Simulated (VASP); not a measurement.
# SrTiO3 (P4mm) in VASP: a series of runs, part 2 of 2

VASP 6.6.1. Earlier steps stand in the parts before.

## Step 5: Single point, PBEsol (atom 2 (Ti) moved +0.420 Å along Cartesian [1 0 0])

INCAR reads:

```
SYSTEM = SrTiO3
PREC     = Accurate       ! precision mode
ENCUT    = 520            ! plane-wave cutoff, eV
EDIFF    = 1E-7           ! SCF threshold, eV
ISMEAR   = 0              ! smearing method
SIGMA    = 0.05           ! smearing width, eV
LREAL    = .False.        ! projectors in reciprocal space
LASPH    = .True.         ! aspherical terms in the spheres
NELM     = 80             ! most SCF steps
ALGO     = Normal         ! electronic algorithm
ISIF     = 2              ! what is computed and relaxed
LWAVE    = .False.        ! write WAVECAR
LCHARG   = .False.        ! write CHGCAR
GGA      = PS             ! functional
NBANDS   = 28             ! bands
```

KPOINTS reads:

```
regular mesh
0
Gamma
  8 8 8
  0 0 0
```

POSCAR reads:

```
SrTiO3
1.0
    3.8911201355      0.0000000000      0.0000000000
    0.0000000000      3.8911201355      0.0000000000
    0.0000000000      0.0000000000      3.8911201355
Sr Ti O
1 1 3
Direct
    0.0000000000      0.0000000000      0.0000000000
    0.6079380706      0.5000000000      0.5000000000
    0.0000000000      0.5000000000      0.5000000000
    0.5000000000      0.0000000000      0.5000000000
    0.5000000000      0.5000000000      0.0000000000
```

Run with:

```bash
> cat potpaw_PBE.64/Sr_sv/POTCAR potpaw_PBE.64/Ti_sv/POTCAR potpaw_PBE.64/O/POTCAR > POTCAR
> mpirun -np 1 vasp_std > vasp.out
```

It took 2.5 min on 1 thread of Intel Xeon 8259CL, shared host; peak memory 0.26 GiB.

It converged, with:

```
Free energy            : -40.4021 eV
Pressure               : 17.3 GPa
Largest force          : 13.632 eV/Å
Band gap on the k mesh : 1.90 eV (least direct gap 2.64 eV)
```

Forces in eV/Å, atoms in the order of the input:
```
Sr    1.316   0.000   0.000
Ti  -13.632   0.000   0.000
O    10.739   0.000   0.000
O     0.789   0.000   0.000
O     0.789   0.000   0.000
```

Stress tensor (GPa, compression positive):
```
45.67  0.00  0.00
 0.00  3.10  0.00
 0.00  0.00  3.10
```

Levels at points of the mesh, in eV from the valence-band top:
```
           k point  band 16  band 17  band 18  band 19  band 20  band 21  band 22  band 23  band 24  band 25
(0.00, 0.00, 0.00)    -2.86    -2.01    -1.63    -0.74    -0.74     1.90     4.04     4.04     4.27     4.42
(0.50, 0.00, 0.00)    -2.90    -2.58    -2.39    -0.80    -0.80     2.12     4.93     5.13     5.13     6.29
(0.00, 0.50, 0.00)    -2.41    -2.38    -2.27    -2.04    -1.86     3.63     4.34     4.35     5.71     5.80
(0.50, 0.50, 0.00)    -2.85    -1.90    -1.78    -1.62    -1.08     3.78     4.76     5.23     5.56     7.04
(0.00, 0.50, 0.50)    -3.56    -2.43    -2.43    -2.05    -0.11     4.05     4.40     4.40     4.93     7.17
(0.50, 0.50, 0.50)    -3.67    -3.53    -0.88    -0.88     0.00     4.13     4.77     4.77     5.45     6.75
```

Caveat: the cell differs from its parent crystal (atom 2 (Ti) moved +0.420 Å along Cartesian [1 0 0]); the cell stands under pressure; the PAW data sets were made with another functional, which shifts forces and pressure a little.

## Step 6: Single point, PBEsol (atom 2 (Ti) moved +0.300 Å along Cartesian [1 0 0])

INCAR reads:

```
PREC     = Accurate       # precision mode
ENCUT    = 520            # plane-wave cutoff, eV
EDIFF    = 1E-6           # SCF threshold, eV
ISMEAR   = 0              # smearing method
SIGMA    = 0.05           # smearing width, eV
LREAL    = False          # projectors in reciprocal space
LASPH    = True           # aspherical terms in the spheres
NELM     = 60             # most SCF steps
ALGO     = Normal         # electronic algorithm
ISIF     = 2              # what is computed and relaxed
LWAVE    = False          # write WAVECAR
LCHARG   = False          # write CHGCAR
GGA      = PS             # functional
NBANDS   = 28             # bands
```

KPOINTS reads:

```
regular mesh
0
Gamma
  8 8 8
```

POSCAR: that of step 5 with these lines changed.

```diff
@@ -9,3 +9,3 @@
     0.0000000000      0.0000000000      0.0000000000
-    0.6079380706      0.5000000000      0.5000000000
+    0.5770986219      0.5000000000      0.5000000000
     0.0000000000      0.5000000000      0.5000000000
```

Potentials or basis: VASP PAW PBE potentials, release 64 (Sr_sv, Ti_sv, O).

Run with:

```bash
> cat potpaw_PBE.64/Sr_sv/POTCAR potpaw_PBE.64/Ti_sv/POTCAR potpaw_PBE.64/O/POTCAR > POTCAR
> mpirun -np 1 vasp_std > vasp.out
```

Run time: 2.3 min. Hardware: 1 thread of Intel Xeon 8259CL, shared host; peak memory 0.26 GiB.

Results (log left out):

* Free energy: -41.5101 eV
* Pressure: 8.0 GPa
* Largest force: 5.663 eV/Å
* Band gap on the k mesh: 1.89 eV (least direct gap 2.62 eV)

Forces in eV/Å, atoms in the order of the input:
```
Sr   0.939  0.000  0.000
Ti  -5.663  0.000  0.000
O    3.990  0.000  0.000
O    0.367  0.000  0.000
O    0.367  0.000  0.000
```

Stress tensor (GPa, compression positive):
```
20.56  0.00  0.00
 0.00  1.69  0.00
 0.00  0.00  1.69
```

Levels at points of the mesh, in eV from the valence-band top:
```
           k point  band 16  band 17  band 18  band 19  band 20  band 21  band 22  band 23  band 24  band 25
(0.00, 0.00, 0.00)    -2.42    -1.44    -1.35    -0.73    -0.73     1.89     3.20     3.20     4.65     4.80
(0.50, 0.00, 0.00)    -2.77    -2.43    -2.35    -0.78    -0.78     2.10     4.54     4.54     4.74     6.72
(0.00, 0.50, 0.00)    -2.40    -2.34    -1.97    -1.94    -1.51     3.43     3.75     4.09     5.25     6.17
(0.50, 0.50, 0.00)    -2.90    -1.82    -1.70    -1.62    -0.64     3.83     4.49     4.59     5.60     7.48
(0.00, 0.50, 0.50)    -3.26    -2.31    -2.31    -1.91    -0.10     4.12     4.12     4.19     5.17     7.34
(0.50, 0.50, 0.50)    -3.86    -3.74    -0.52    -0.52     0.00     4.35     4.61     4.61     6.01     6.82
```

Caveat: the cell differs from its parent crystal (atom 2 (Ti) moved +0.300 Å along Cartesian [1 0 0]); the cell stands under pressure; the PAW data sets were made with another functional, which shifts forces and pressure a little. A k mesh can miss the band edges.

## Step 7: The runs side by side

```csv
cell,gap on the mesh (eV),pressure (GPa),largest force (eV/Å)
"as given, atomic positions A",1.90,12.0,9.03
"as given, atomic positions B",1.88,5.1,3.28
"as given, atomic positions C",1.84,33.3,28.18
"as given, atomic positions D",1.90,17.3,13.63
"as given, atomic positions E",1.89,8.0,5.66
```

Alike in all rows: task single point; level PBEsol; potentials or basis VASP PAW PBE potentials, release 64 (Sr_sv, Ti_sv, O); no spin polarisation; k mesh 8 × 8 × 8; cutoff (eV) 520; smearing gaussian 0.05 eV.

Caveats: the cell stands under pressure; the PAW data sets were made with another functional, which shifts forces and pressure a little; atoms lie so close that the PAW spheres overlap strongly, which falsifies energies and pressures (at least some runs).

Total energies depend on the potentials used, so only differences within one code and one set of settings carry meaning.
